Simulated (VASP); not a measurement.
# SiC (P6_3mc) in VASP: further runs

The runs below take SiC through single point, relaxation of cell and atoms, with PBEsol.

Program: VASP 6.6.1. These are calculated values, not measurements. Logs are shortened: lines on timing, memory, paths and dates and some standing lists are left out, and cuts for length are marked.

## (1) The cell of the first run

Symmetry: P6_3mc, No. 186, hexagonal system. Conventional cell: a = 3.034 Å, b = 3.034 Å, c = 4.977 Å, α = 90.00°, β = 90.00°, γ = 120.00°. Within 2.5 Å of Si (site symmetry 3m) lie 4 C at 1.86 to 1.87 Å. C (site symmetry 3m) has 4 Si at 1.86 to 1.87 Å within 2.5 Å.

## (2) Single point, PBEsol

The input, INCAR:

```
  PREC = Accurate
  ENCUT = 520
  EDIFF = 1E-6
  ISMEAR = 0
  SIGMA = 0.01
  LREAL = F
  LASPH = T
  NELM = 100
  ALGO = Normal
  ISIF = 2
  LWAVE = F
  LCHARG = F
  GGA = PS
  NBANDS = 16
```

The input, KPOINTS:

```
regular mesh
0
Gamma
  8 8 6
```

The input, POSCAR:

```
SiC
1.0
    3.0341540982      0.0000000000      0.0000000000
   -1.5170770491      2.6276545281      0.0000000000
    0.0000000000      0.0000000000      4.9769982970
Si C
2 2
Direct
    0.3333333333      0.6666666667      0.0045992688
    0.6666666667      0.3333333333      0.5045992688
    0.3333333333      0.6666666667      0.3804007312
    0.6666666667      0.3333333333      0.8804007312
```

Potentials or basis: VASP PAW PBE potentials, release 64 (Si, C).

Launch:

```console
cat potpaw_PBE.64/Si/POTCAR potpaw_PBE.64/C/POTCAR > POTCAR
mpirun -np 1 vasp_std > vasp.out
```

OUTCAR:

```text
PREC = Accurate
   ENCUT = 520
   EDIFF = 1E-6
   ISMEAR = 0
   LREAL = F
   LASPH = T
   NELM = 100
   ISIF = 2
   GGA = PS

 ion  position               nearest neighbor table
   1  0.333  0.667  0.005-   4 1.86   4 1.86   4 1.86   3 1.87   2 3.04   2 3.04   2 3.04   2 3.04
                             2 3.04   2 3.04
   2  0.667  0.333  0.505-   3 1.86   3 1.86   3 1.86   4 1.87   1 3.04   1 3.04   1 3.04   1 3.04
                             1 3.04   1 3.04
   3  0.333  0.667  0.380-   2 1.86   2 1.86   2 1.86   1 1.87
   4  0.667  0.333  0.880-   1 1.86   1 1.86   1 1.86   2 1.87

  LATTYP: Found a hexagonal cell.
 ALAT       =     3.0341540982
 C/A-ratio  =     1.6403248273

  Lattice vectors:

 A1 = (   3.0341540982,   0.0000000000,   0.0000000000)
 A2 = (  -1.5170770491,   2.6276545281,   0.0000000000)
 A3 = (   0.0000000000,   0.0000000000,   4.9769982970)

Analysis of symmetry for initial positions (statically):
=====================================================================
 Subroutine PRICEL returns:
 Original cell was already a primitive cell.

 Routine SETGRP: Setting up the symmetry group for a
 hexagonal supercell.

 Subroutine GETGRP returns: Found 12 space group operations
 (whereof  6 operations were pure point group operations)
 out of a pool of 24 trial point group operations.

The static configuration has the point symmetry C_3v.
 The point group associated with its full space group is C_6v.

Analysis of symmetry for dynamics (positions and initial velocities):
=====================================================================
 Subroutine PRICEL returns:
 Original cell was already a primitive cell.

 Routine SETGRP: Setting up the symmetry group for a
 hexagonal supercell.

 Subroutine GETGRP returns: Found 12 space group operations
 (whereof  6 operations were pure point group operations)
 out of a pool of 24 trial point group operations.

The dynamic configuration has the point symmetry C_3v.
 The point group associated with its full space group is C_6v.

 Subroutine INISYM returns: Found 12 space group operations
 (whereof  6 operations are pure point group operations),
 and found     1 'primitive' translations

----------------------------------------------------------------------------------------

                                     Primitive cell

  volume of cell :      39.6802

  direct lattice vectors                    reciprocal lattice vectors
     3.034154098  0.000000000  0.000000000     0.329581151  0.190283766  0.000000000
    -1.517077049  2.627654528  0.000000000     0.000000000  0.380567532  0.000000000
     0.000000000  0.000000000  4.976998297     0.000000000  0.000000000  0.200924320

  length of vectors
     3.034154098  3.034154098  4.976998297     0.380567532  0.380567532  0.200924320

  position of ions in fractional coordinates (direct lattice)
     0.333333333  0.666666667  0.004599269
     0.666666667  0.333333333  0.504599269
     0.333333333  0.666666667  0.380400731
     0.666666667  0.333333333  0.880400731

  ion indices of the primitive-cell ions
   primitive index   ion index
                 1           1
                 2           2
                 3           3
                 4           4

----------------------------------------------------------------------------------------

 KPOINTS: regular mesh

Automatic generation of k-mesh.
 Grid dimensions read from file:
 generate k-points for:    8    8    6

 Generating k-lattice:

  Cartesian coordinates                     Fractional coordinates (reciprocal lattice)
     0.041197644  0.023785471  0.000000000     0.125000000 -0.000000000  0.000000000
     0.000000000  0.047570942  0.000000000     0.000000000  0.125000000  0.000000000
     0.000000000  0.000000000  0.033487387     0.000000000  0.000000000  0.166666667

  Length of vectors
     0.047570942  0.047570942  0.033487387

  Shift w.r.t. Gamma in fractional coordinates (k-lattice)
     0.000000000  0.000000000  0.000000000

 Subroutine IBZKPT returns following result:
 ===========================================

 Found     40 irreducible k-points:

 Following reciprocal coordinates:
            Coordinates               Weight
  0.000000  0.000000  0.000000      1.000000
  0.125000  0.000000  0.000000      6.000000
  0.250000  0.000000  0.000000      6.000000
  0.375000  0.000000  0.000000      6.000000
  0.500000  0.000000  0.000000      3.000000
  0.125000  0.125000  0.000000      6.000000
[... 16 lines left out ...]
  0.250000  0.000000  0.333333     12.000000
  0.375000  0.000000  0.333333     12.000000
 [... further k-points ...]
   k-points           NKPTS =     40   k-points in BZ     NKDIM =     40   number of bands    NBANDS=     16
   number of dos      NEDOS =    301   number of ions     NIONS =      4
   total plane-waves  NPLWV =  23040
   dimension x,y,z NGX =    24 NGY =   24 NGZ =   40
   dimension x,y,z NGXF=    48 NGYF=   48 NGZF=   80
   ions per type =               2   2
   NGX,Y,Z   is equivalent  to a cutoff of  13.15, 13.15, 13.36 a.u.
   NGXF,Y,Z  is equivalent  to a cutoff of  26.30, 26.30, 26.72 a.u.
 SYSTEM =  unknown system
   PREC   = accura    normal or accurate (medium, high low for compatibility)
   ISTART =      0    job   : 0-new  1-cont  2-samecut
   ICHARG =      2    charge: 1-file 2-atom 10-const
   ISPIN  =      1    spin polarized calculation?
   LNONCOLLINEAR =      F non collinear calculations
   LSORBIT =      F    spin-orbit coupling
   LASPH  =      T    aspherical Exc in radial PAW
   ENCUT  =  520.0 eV  38.22 Ry    6.18 a.u.   5.64  5.64  9.25*2*pi/ulx,y,z
   NELM   =    100;   NELMIN=  2; NELMDL= -5     # of ELM steps
   EDIFF  = 0.1E-05   stopping-criterion for ELM
   LREAL  =      F    real-space projection
   EDIFFG = 0.1E-04   stopping-criterion for IOM
   NSW    =      0    number of steps for IOM
   IBRION =     -1    ionic relax: 0-MD 1-quasi-New 2-CG
   NFREE  =      0    steps in history (QN), initial steepest desc. (CG)
   ISIF   =      2    stress and relaxation
   ISYM   =      2    0-nonsym 1-usesym 2-fastsym
   POTIM  = 0.5000    time-step for ionic-motion
   TEBEG  =    0.0;   TEEND  =   0.0 temperature during run
   PSTRESS=    0.0 pullay stress
   NELECT =      16.0000    total number of electrons
   NUPDOWN=      -1.0000    fix difference up-down
   EMIN   =  10.00;   EMAX   =-10.00  energy-range for DOS
   EFERMI =   0.00;   METHOD = LEGACY
   ISMEAR =     0;   SIGMA  =   0.01  broadening in eV -4-tet -1-fermi 0-gaus
   EFERMI_NEDOS =   21; number of points for ismear=-14 and -15
   IALGO  =     38    algorithm
   IMIX   =      4    mixing-type and parameters
     AMIX     =   0.40;   BMIX     =  1.00
     AMIX_MAG =   1.60;   BMIX_MAG =  1.00
  volume/ion in A,a.u.               =       9.92        66.94
  Fermi-wavevector in a.u.,A,eV,Ry     =   1.209457  2.285542 19.902408  1.462786
  Thomas-Fermi vector in A             =   2.345034
   LORBIT       =      0    0 simple, 1 ext, 2 COOP (PROOUT), +10 PAW based schemes
   GGA     = PS    functional components
   LHFCALC =     F    Hartree Fock is set to
   AEXX    =    0.0000 exact exchange contribution
   IVDW    =     0    specifies the selected vdW correction
   LEPSILON=     F    determine dielectric tensor
   LRPA    =     F    only Hartree local field effects (RPA)
 non-spin polarized calculation
 Gauss-broadening in eV      SIGMA  =   0.01
  energy-cutoff  :      520.00
  volume of cell :       39.68
 maximum number of plane-waves:      1099
 NGX is ok and might be reduce to    24
   NGX = 11   NGY = 11   NGZ = 19

 number of electron      15.9999998 magnetization

 Free energy of the ion-electron system (eV)
  ---------------------------------------------------
  ext. energy  EPLUGINS =         0.00000000
  ---------------------------------------------------
  free energy    TOTEN  =       -31.76585064 eV

  energy without entropy =      -31.76585064  energy(sigma->0) =      -31.76585064

 E-fermi :   8.8224     XC(G=0): -11.6788

 val. band max:        8.6880786435   @ k =   0.0000   0.0000   0.0000
 cond. band min:      10.9978170538   @ k =   0.3750   0.2500   0.0000
 fundamental gap:      2.3097384103
 Fermi energy:         8.8223521187

 k-point     1 :       0.0000    0.0000    0.0000
  band No.  band energies     occupation
      1      -7.2387      2.00000
      2      -3.4718      2.00000
      3      -0.3183      2.00000
      4       7.3444      2.00000
      5       7.3444      2.00000
      6       8.5754      2.00000
[... 8 lines left out ...]
     15      17.8738      0.00000
     16      20.2415      0.00000

 k-point     2 :       0.1250    0.0000    0.0000
  band No.  band energies     occupation
      1      -6.9582      2.00000
      2      -3.2337      2.00000
      3      -0.0557      2.00000
      4       5.9272      2.00000
      5       6.8891      2.00000
      6       7.7279      2.00000
[... 8 lines left out ...]
     15      18.4706      0.00000
     16      18.6134      0.00000

 k-point     3 :       0.2500    0.0000    0.0000
  band No.  band energies     occupation
      1      -6.1335      2.00000
      2      -2.5753      2.00000
      3       0.6773      2.00000
      4       3.4071      2.00000
      5       5.7080      2.00000
      6       6.0833      2.00000
[... 8 lines left out ...]
     15      18.9307      0.00000
     16      19.6413      0.00000

 k-point     4 :       0.3750    0.0000    0.0000
  band No.  band energies     occupation
      1      -4.8482      2.00000
      2      -1.8979      2.00000
      3       0.9129      2.00000
      4       2.2389      2.00000
      5       3.5947      2.00000
      6       5.4748      2.00000
[... 8 lines left out ...]
     15      20.2163      0.00000
     16      21.0880      0.00000

 k-point     5 :       0.5000    0.0000    0.0000
  band No.  band energies     occupation
      1      -3.7469      2.00000
      2      -2.2670      2.00000
      3       0.7909      2.00000
      4       2.2752      2.00000
      5       3.0639      2.00000
      6       5.2244      2.00000
[... 8 lines left out ...]
     15      19.3571      0.00000
     16      21.3481      0.00000

 k-point     6 :       0.1250    0.1250    0.0000
  band No.  band energies     occupation
      1      -6.4049      2.00000
      2      -2.7823      2.00000
      3       0.4476      2.00000
      4       4.3770      2.00000
      5       5.5189      2.00000
      6       6.8105      2.00000
[... 8 lines left out ...]
     15      18.7387      0.00000
     16      19.1228      0.00000
[... 267 lines left out ...]
 k-point    21 :       0.0000    0.0000    0.3333
  band No.  band energies     occupation
      1      -6.6790      2.00000
      2      -5.0853      2.00000
      3       2.1863      2.00000
      4       6.1367      2.00000
      5       7.6423      2.00000
      6       7.6423      2.00000
[... 8 lines left out ...]
     15      16.9091      0.00000
     16      19.1094      0.00000

 k-point    22 :       0.1250    0.0000    0.3333
  band No.  band energies     occupation
      1      -6.4017      2.00000
      2      -4.8206      2.00000
      3       2.3708      2.00000
      4       5.9901      2.00000
      5       6.3694      2.00000
      6       7.2328      2.00000
[... 8 lines left out ...]
     15      17.6032      0.00000
     16      19.5114      0.00000

 k-point    23 :       0.2500    0.0000    0.3333
  band No.  band energies     occupation
      1      -5.5886      2.00000
      2      -4.0552      2.00000
      3       2.5263      2.00000
      4       4.2529      2.00000
      5       4.5589      2.00000
      6       6.4771      2.00000
[... 8 lines left out ...]
     15      19.2733      0.00000
     16      19.9226      0.00000

 k-point    24 :       0.3750    0.0000    0.3333
  band No.  band energies     occupation
      1      -4.3348      2.00000
      2      -2.9582      2.00000
      3       0.9265      2.00000
      4       2.2261      2.00000
      5       4.5232      2.00000
      6       5.8922      2.00000
[... 8 lines left out ...]
     15      20.7064      0.00000
     16      21.0282      0.00000

 [... further k-points ...]

------------------------ aborting loop because EDIFF is reached ----------------------------------------

  FORCE on cell =-STRESS in cart. coord.  units (eV):
  Direction    XX          YY          ZZ          XY          YZ          ZX
  --------------------------------------------------------------------------------------
  -------------------------------------------------------------------------------------
  Total        2.5693893      2.5693893      2.5737915      0.0000000      0.0000000      0.0000000
  in kB      103.7449838    103.7449838    103.9227302      0.0000000      0.0000000      0.0000000
  external PRESSURE =     103.8042326 kB  Pullay stress =       0.0000000 kB

 VOLUME and BASIS-vectors are now :
 -----------------------------------------------------------------------------
  energy-cutoff  :      520.00
  volume of cell :       39.68
      direct lattice vectors                 reciprocal lattice vectors
     3.034154098  0.000000000  0.000000000     0.329581151  0.190283766  0.000000000
    -1.517077049  2.627654528  0.000000000     0.000000000  0.380567532  0.000000000
     0.000000000  0.000000000  4.976998297     0.000000000  0.000000000  0.200924320

 POSITION                                       TOTAL-FORCE (eV/Angst)
 -----------------------------------------------------------------------------------
     -0.00000      1.75177      0.02289         0.000000      0.000000      0.000229
      1.51708      0.87588      2.51139        -0.000000      0.000000      0.000229
     -0.00000      1.75177      1.89325         0.000000      0.000000     -0.000229
      1.51708      0.87588      4.38175        -0.000000     -0.000000     -0.000229
 -----------------------------------------------------------------------------------
    total drift:                               -0.000000      0.000000     -0.000193

  FREE ENERGIE OF THE ION-ELECTRON SYSTEM (eV)
  ---------------------------------------------------
  free  energy   TOTEN  =       -31.7658506446 eV

  energy  without entropy=      -31.7658506446  energy(sigma->0) =      -31.76585064
```

Wall time 16 s (1 thread of Intel Xeon Platinum 8488C (Sapphire Rapids), shared host); peak memory 0.16 GiB.

Results:

| Property | Result |
| --- | --- |
| Free energy | -31.7659 eV |
| Pressure | 10.4 GPa |
| Band gap on the k mesh | 2.31 eV (least direct gap 3.93 eV) |

Levels at points of the mesh, in eV from the valence-band top:
| k point | band 6 | band 7 | band 8 | band 9 | band 10 | band 11 |
| --- | --- | --- | --- | --- | --- | --- |
| (0.00, 0.00, 0.00) | -0.11 | 0.00 | 0.00 | 5.08 | 6.59 | 6.84 |
| (0.50, 0.00, 0.00) | -3.46 | -3.43 | -1.21 | 2.72 | 4.16 | 7.11 |
| (0.00, 0.00, 0.50) | -0.72 | -0.72 | -0.72 | 6.18 | 6.18 | 7.49 |
| (0.50, 0.00, 0.50) | -2.52 | -2.38 | -2.38 | 3.26 | 3.26 | 5.34 |

Caveat: the cell stands under pressure; the PAW data sets were made with another functional, which shifts forces and pressure a little.

(Continued in part 2 of 2.)
